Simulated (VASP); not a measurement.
# Sr (P6/mmm) in VASP: a series of runs, part 2 of 2

VASP 6.6.1. The steps go on from the part before.

**3. Relaxation of cell and atoms, LDA, target pressure 8.1 GPa, at which the enthalpy is minimised**

This run uses another cell than the first one, of 34.96 Å³/atom.

INCAR reads:

```
SYSTEM = Sr
  ALGO = Normal
  EDIFF = 1E-7
  EDIFFG = -0.005
  ENCUT = 600
  IBRION = 2
  ISIF = 3
  ISMEAR = -1
  LASPH = .True.
  LCHARG = .False.
  LREAL = .False.
  LWAVE = .False.
  NELM = 80
  NSW = 60
  PREC = Accurate
  PSTRESS = 81.0
  SIGMA = 0.1
```

KPOINTS reads:

```
k-points
0
Gamma
  13 13 12
  0 0 0
```

POSCAR reads:

```
Sr
1.0
    3.5019410252      0.0000000000      0.0000000000
   -1.7509705126      3.0327698903      0.0000000000
    0.0000000000      0.0000000000      3.2918245636
Sr
1
Direct
    0.0000000000      0.0000000000      0.0000000000
```

Potentials or basis: VASP PAW LDA potentials, release 64 (Sr_sv).

Run with:

```sh
$ cat potpaw_LDA.64/Sr_sv/POTCAR > POTCAR
$ mpirun -np 1 vasp_std > vasp.out
```

OUTCAR:

```text
SYSTEM = Sr
   EDIFF = 1E-7
   EDIFFG = -0.005
   ENCUT = 600
   IBRION = 2
   ISIF = 3
   ISMEAR = -1
   LASPH = .True.
   LREAL = .False.
   NELM = 80
   NSW = 60
   PREC = Accurate
   PSTRESS = 81.0

 ion  position               nearest neighbor table
   1  0.000  0.000  0.000-

  LATTYP: Found a hexagonal cell.
 ALAT       =     3.5019410252
 C/A-ratio  =     0.9400000000

  Lattice vectors:

 A1 = (   3.5019410252,   0.0000000000,   0.0000000000)
 A2 = (  -1.7509705126,   3.0327698903,   0.0000000000)
 A3 = (   0.0000000000,   0.0000000000,   3.2918245636)

Analysis of symmetry for initial positions (statically):
=====================================================================
 Subroutine PRICEL returns:
 Original cell was already a primitive cell.

 Routine SETGRP: Setting up the symmetry group for a
 hexagonal supercell.

 Subroutine GETGRP returns: Found 24 space group operations
 (whereof 24 operations were pure point group operations)
 out of a pool of 24 trial point group operations.

The static configuration has the point symmetry D_6h.

Analysis of symmetry for dynamics (positions and initial velocities):
=====================================================================
 Subroutine PRICEL returns:
 Original cell was already a primitive cell.

 Routine SETGRP: Setting up the symmetry group for a
 hexagonal supercell.

 Subroutine GETGRP returns: Found 24 space group operations
 (whereof 24 operations were pure point group operations)
 out of a pool of 24 trial point group operations.

The dynamic configuration has the point symmetry D_6h.

 Subroutine INISYM returns: Found 24 space group operations
 (whereof 24 operations are pure point group operations),
 and found     1 'primitive' translations

----------------------------------------------------------------------------------------

                                     Primitive cell

  volume of cell :      34.9611

  direct lattice vectors                    reciprocal lattice vectors
     3.501941025  0.000000000  0.000000000     0.285555923  0.164865789  0.000000000
    -1.750970513  3.032769890  0.000000000     0.000000000  0.329731577  0.000000000
[... 91 lines left out ...]
   POTIM  = 0.5000    time-step for ionic-motion
   TEBEG  =    0.0;   TEEND  =   0.0 temperature during run
   PSTRESS=   81.0 pullay stress
   NELECT =      10.0000    total number of electrons
   NUPDOWN=      -1.0000    fix difference up-down
   EMIN   =  10.00;   EMAX   =-10.00  energy-range for DOS
   EFERMI =   0.00;   METHOD = LEGACY
   ISMEAR =    -1;   SIGMA  =   0.10  broadening in eV -4-tet -1-fermi 0-gaus
   EFERMI_NEDOS =   21; number of points for ismear=-14 and -15
   IALGO  =     38    algorithm
   IMIX   =      4    mixing-type and parameters
     AMIX     =   0.40;   BMIX     =  1.00
     AMIX_MAG =   1.60;   BMIX_MAG =  1.00
  volume/ion in A,a.u.               =      34.96       235.93
  Fermi-wavevector in a.u.,A,eV,Ry     =   1.078648  2.038350 15.830134  1.163482
  Thomas-Fermi vector in A             =   2.214592
   LORBIT       =      0    0 simple, 1 ext, 2 COOP (PROOUT), +10 PAW based schemes
   GGA     = CA    functional components
   LHFCALC =     F    Hartree Fock is set to
   AEXX    =    0.0000 exact exchange contribution
   IVDW    =     0    specifies the selected vdW correction
   LEPSILON=     F    determine dielectric tensor
   LRPA    =     F    only Hartree local field effects (RPA)
 conjugate gradient relaxation of ions
 non-spin polarized calculation
  energy-cutoff  :      600.00
  volume of cell :       34.96
 maximum number of plane-waves:      1180
 NGX is ok and might be reduce to    28

--------------------------------------- Ionic step        1  -------------------------------------------

 number of electron      10.0000000 magnetization

 Free energy of the ion-electron system (eV)
  ---------------------------------------------------
  ext. energy  EPLUGINS =         0.00000000
  ---------------------------------------------------
  free energy    TOTEN  =        -1.48996725 eV

  energy without entropy =       -1.46682377  energy(sigma->0) =       -1.47839551

 E-fermi :   3.1397     XC(G=0):  -9.1164

 val. band max:        3.1131188915   @ k =   0.4615   0.0769   0.3333
 cond. band min:       3.1899989696   @ k =   0.1538  -0.0000   0.5000
 fundamental gap:      0.0768800781
 Fermi energy:         3.1397459434

 k-point     1 :       0.0000    0.0000    0.0000
  band No.  band energies     occupation
      1     -32.8127      2.00000
      2     -14.4692      2.00000
      3     -14.4692      2.00000
      4     -14.4029      2.00000
      5      -0.8644      2.00000
      6       3.5361      0.03729
      7       5.8721      0.00000
      8       5.8721      0.00000
      9      10.4305      0.00000
[... 497 lines left out ...]
--------------------------------------- Ionic step        7  -------------------------------------------

 number of electron      10.0000000 magnetization

 Free energy of the ion-electron system (eV)
  ---------------------------------------------------
  ext. energy  EPLUGINS =         0.00000000
  ---------------------------------------------------
  free energy    TOTEN  =        -1.40901526 eV

  energy without entropy =       -1.38709302  energy(sigma->0) =       -1.39805414

 E-fermi :   3.4307     XC(G=0):  -9.3377

 val. band max:        3.3402436105   @ k =   0.4615  -0.0000   0.3333
 cond. band min:       3.4408459878   @ k =   0.4615   0.0769   0.3333
 fundamental gap:      0.1006023773
 Fermi energy:         3.4306828222

 k-point     1 :       0.0000    0.0000    0.0000
  band No.  band energies     occupation
      1     -32.5151      2.00000
      2     -14.1174      2.00000
      3     -14.1174      2.00000
      4     -13.9363      2.00000
      5      -0.6060      2.00000
      6       3.7616      0.07050
      7       6.1410      0.00000
      8       6.1410      0.00000
      9      11.1346      0.00000
[... 308 lines left out ...]
  energy  without entropy=       -1.3870930195  energy(sigma->0) =       -1.39805414

  enthalpy is  TOTEN    =         0.2601545278 eV   P V=        1.6691697880

 reached required accuracy - stopping structural energy minimisation
```

OSZICAR:

```text
N       E                     dE             d eps       ncg     rms          rms(c)
DAV:   1     0.386248269540E+02    0.38625E+02   -0.57792E+03  2646   0.115E+03
[... 55 lines left out ...]
DAV:   1    -0.140910750181E+01    0.15780E-02   -0.26665E-03  2778   0.452E-01    0.691E-02
DAV:   2    -0.140903256276E+01    0.74939E-04   -0.16914E-04  2898   0.122E-01    0.263E-02
DAV:   3    -0.140901205796E+01    0.20505E-04   -0.11140E-04  4021   0.733E-02    0.248E-02
DAV:   4    -0.140901341557E+01   -0.13576E-05   -0.13756E-06  2808   0.116E-02    0.136E-02
DAV:   5    -0.140901502552E+01   -0.16099E-05   -0.20517E-06  3933   0.899E-03    0.476E-03
DAV:   6    -0.140901526781E+01   -0.24229E-06   -0.53581E-07  3826   0.531E-03    0.968E-04
DAV:   7    -0.140901526018E+01    0.76261E-08   -0.15405E-08  1361   0.108E-03
   7 F= 0.26015453E+00 E0= 0.27111565E+00  d E =-.637003E-05
```

Run time: 75 s. Hardware: 1 thread of Intel Xeon 6975P-C (Granite Rapids), shared host; peak memory 0.2 GiB.

Results:

```
Free energy                                                : -1.4090 eV
Relaxed volume                                             : 33.02 Å³/atom
Relaxed cell                                               : a = 3.469 Å, b = 3.469 Å, c = 3.168 Å, α = 90.00°, β = 90.00°, γ = 120.00°
Space group after relaxing (to 0.1 Å)                      : P6/mmm (No. 191)
Energy change on relaxing (the run minimises the enthalpy) : +81.0 meV/atom
Ionic steps                                                : 7
Pressure after relaxing                                    : 8.1 GPa
Band gap on the k mesh                                     : zero (bands 5 and 6 overlap by 0.67 eV)
```

The path:
| step | energy change (eV) | largest force (eV/Å) | pressure (GPa) | volume (Å³) |
| --- | --- | --- | --- | --- |
| 1 | 0.0000 | 0.0000 | 6.31 | 34.96 |
| 2 | 0.0812 | 0.0000 | 8.10 | 33.01 |
| 3 | 0.0798 | 0.0000 | 8.07 | 33.04 |
| 4 | 0.0779 | 0.0000 | 8.03 | 33.08 |
| 5 | 0.0794 | 0.0000 | 8.07 | 33.05 |
| 6 | 0.0793 | 0.0000 | 8.07 | 33.05 |
| 7 | 0.0810 | 0.0000 | 8.10 | 33.02 |

Final structure:
```
Sr
1.0
     3.46927    0.00000    0.00000
    -1.73464    3.00448    0.00000
     0.00000    0.00000    3.16751
Sr
1
Direct
  0.00000 0.00000 0.00000
```

Caveat: the cell is relaxed towards a set pressure, so the run minimises the enthalpy, not the energy.

**4. Relaxation of cell and atoms, LDA, target pressure 8.1 GPa, at which the enthalpy is minimised**

This run uses another cell than the first one: it holds 3 atoms, not 1.

INCAR reads:

```
SYSTEM = Sr
PREC = Accurate
ENCUT = 600
EDIFF = 1E-6
ISMEAR = -1
SIGMA = 0.1
LREAL = .False.
LASPH = .True.
NELM = 60
ALGO = Normal
ISIF = 3
LWAVE = .False.
LCHARG = .False.
IBRION = 2
NSW = 32
EDIFFG = -0.005
PSTRESS = 81.0
```

KPOINTS reads:

```
Automatic mesh
0
Gamma
  6 6 9
  0 0 0
```

POSCAR reads:

```
Sr
1.0
    5.8586183753      0.0000000000      0.0000000000
   -2.9293091876      5.0737123441      0.0000000000
    0.0000000000      0.0000000000      3.4394677781
Sr
3
Direct
    0.0000000000      0.0000000000      0.0000000000
    0.3333333333      0.6666666667      0.5000000000
    0.6666666667      0.3333333333      0.5000000000
```

Run with:

```sh
$ cat potpaw_LDA.64/Sr_sv/POTCAR > POTCAR
$ mpirun -np 1 vasp_std > vasp.out
```

It took 48 s on 1 thread of Intel Xeon 6975P-C (Granite Rapids), shared host; peak memory 0.24 GiB.

It converged, with:

```yaml
Free_energy: -4.7279 eV
Relaxed_volume: 34.13 Å³/atom
Relaxed_cell: a = 5.862 Å, b = 5.862 Å, c = 3.441 Å, α = 90.00°, β = 90.00°, γ = 120.00°
Space_group_after_relaxing_to_0.1_Å: P6/mmm (No. 191)
Energy_change_on_relaxing_the_run_minimises_the_enthalpy: -2.7 meV/atom
Ionic_steps: 2
Pressure_after_relaxing: 8.1 GPa
Band_gap_on_the_k_mesh: zero (bands 15 and 16 overlap by 0.87 eV)
```

Step by step:
| step | energy change (eV) | largest force (eV/Å) | pressure (GPa) | volume (Å³) |
| --- | --- | --- | --- | --- |
| 1 | 0.0000 | 0.0000 | 8.15 | 102.24 |
| 2 | -0.0080 | 0.0000 | 8.10 | 102.40 |

Final structure:
```cif
data_structure
_symmetry_space_group_name_H-M 'P 1'
_symmetry_Int_Tables_number 1
_cell_length_a 5.8617
_cell_length_b 5.8617
_cell_length_c 3.4412
_cell_angle_alpha 90.000
_cell_angle_beta 90.000
_cell_angle_gamma 120.000
_cell_volume 102.40
loop_
_atom_site_label
_atom_site_type_symbol
_atom_site_fract_x
_atom_site_fract_y
_atom_site_fract_z
_atom_site_occupancy
Sr1 Sr 0.00000 0.00000 0.00000 1
Sr2 Sr 0.33333 0.66667 0.50000 1
Sr3 Sr 0.66667 0.33333 0.50000 1
```

Levels at points of the mesh, in eV from the Fermi level:
```csv
k point,band 11,band 12,band 13,band 14,band 15,band 16,band 17,band 18,band 19
"(0.00, 0.00, 0.00)",-17.25,-17.24,-4.06,-0.41,0.67,0.67,0.74,0.74,1.03
"(0.50, 0.00, 0.00)",-17.33,-17.27,-2.20,-2.07,-1.32,1.05,1.20,1.33,1.49
```

Caveat: the cell is relaxed towards a set pressure, so the run minimises the enthalpy, not the energy.

**5. Relaxation of cell and atoms, LDA, target pressure 8.1 GPa, at which the enthalpy is minimised**

This run uses another cell than the first one: it holds 3 atoms, not 1.

INCAR reads:

```
PREC     = Accurate       # precision mode
ENCUT    = 600            # plane-wave cutoff, eV
EDIFF    = 1E-7           # SCF threshold, eV
ISMEAR   = -1             # smearing method
SIGMA    = 0.1            # smearing width, eV
LREAL    = F              # projectors in reciprocal space
LASPH    = T              # aspherical terms in the spheres
NELM     = 80             # most SCF steps
ALGO     = Normal         # electronic algorithm
ISIF     = 3              # what is computed and relaxed
LWAVE    = F              # write WAVECAR
LCHARG   = F              # write CHGCAR
IBRION   = 2              # ionic algorithm
NSW      = 60             # ionic steps
EDIFFG   = -0.005         # ionic threshold
PSTRESS  = 81.0
```

KPOINTS reads:

```
Automatic mesh
0
Gamma
  6 6 9
```

POSCAR reads:

```
Sr
1.0
    5.7651813051      0.0000000000      0.0000000000
   -2.8825906525      4.9927934676      0.0000000000
    0.0000000000      0.0000000000      3.5744124091
Sr
3
Direct
    0.0000000000      0.0000000000      0.0000000000
    0.3333333333      0.6666666667      0.5000000000
    0.6666666667      0.3333333333      0.5000000000
```

Run with:

```sh
$ cat potpaw_LDA.64/Sr_sv/POTCAR > POTCAR
$ mpirun -np 1 vasp_std > vasp.out
```

Wall time 2.3 min (1 thread of Intel Xeon 6975P-C (Granite Rapids), shared host); peak memory 0.25 GiB.

It converged, with:

```yaml
Free_energy: -4.7279 eV
Relaxed_volume: 34.13 Å³/atom
Relaxed_cell: a = 5.862 Å, b = 5.862 Å, c = 3.441 Å, α = 90.00°, β = 90.00°, γ = 120.00°
Space_group_after_relaxing_to_0.1_Å: P6/mmm (No. 191)
Energy_change_on_relaxing_the_run_minimises_the_enthalpy: -3.7 meV/atom
Ionic_steps: 6
Pressure_after_relaxing: 8.1 GPa
Band_gap_on_the_k_mesh: zero (bands 15 and 16 overlap by 0.87 eV)
```

The path:
| step | energy change (eV) | largest force (eV/Å) | pressure (GPa) | volume (Å³) |
| --- | --- | --- | --- | --- |
| 1 | 0.0000 | 0.0000 | 7.98 | 102.89 |
| 2 | -0.0075 | 0.0000 | 8.09 | 102.46 |
| 3 | 0.0026 | 0.0000 | 8.19 | 102.12 |
| 4 | 0.0039 | 0.0000 | 8.20 | 102.10 |
| 5 | -0.0147 | 0.0000 | 8.08 | 102.46 |
| 6 | -0.0112 | 0.0000 | 8.10 | 102.39 |

Final structure:
```
Sr
1.0
     5.86192    0.00000    0.00000
    -2.93096    5.07657    0.00000
     0.00000    0.00000    3.44084
Sr
3
Direct
  0.00000 0.00000 0.00000
  0.33333 0.66667 0.50000
  0.66667 0.33333 0.50000
```

Levels at points of the mesh, in eV from the Fermi level:
```csv
k point,band 12,band 13,band 14,band 15,band 16,band 17,band 18,band 19
"(0.00, 0.00, 0.00)",-17.24,-4.06,-0.41,0.67,0.67,0.74,0.74,1.03
"(0.50, 0.00, 0.00)",-17.27,-2.20,-2.07,-1.32,1.05,1.20,1.33,1.49
```

Caveat: the cell is relaxed towards a set pressure, so the run minimises the enthalpy, not the energy.

**6. The runs side by side**

| cell | k mesh | gap on the mesh (eV) | pressure (GPa) |
| --- | --- | --- | --- |
| relaxed to 8.1 GPa from a = 3.467, b = 3.467, c = 3.164 Å, angles 90.0, 90.0, 120.0°, 1 atom, atomic positions A | 13 × 13 × 12 | none | 8.1 |
| relaxed to 8.1 GPa from a = 3.502, b = 3.502, c = 3.292 Å, angles 90.0, 90.0, 120.0°, 1 atom, atomic positions A | 13 × 13 × 12 | none | 8.1 |
| relaxed to 8.1 GPa from a = 5.859, b = 5.859, c = 3.439 Å, angles 90.0, 90.0, 120.0°, 3 atoms, atomic positions B | 6 × 6 × 9 | none | 8.1 |
| relaxed to 8.1 GPa from a = 5.765, b = 5.765, c = 3.574 Å, angles 90.0, 90.0, 120.0°, 3 atoms, atomic positions B | 6 × 6 × 9 | none | 8.1 |

Alike in all rows: task relaxation of cell and atoms; level LDA; potentials or basis VASP PAW LDA potentials, release 64 (Sr_sv); no spin polarisation; cutoff (eV) 600; smearing fermi-dirac 0.1 eV.

Caveats: the cell is relaxed towards a set pressure, so the run minimises the enthalpy, not the energy.

Absolute energies hang on the potentials; compare differences alone.

The gap in the log of VASP goes by the Fermi energy; the results here count the filled bands.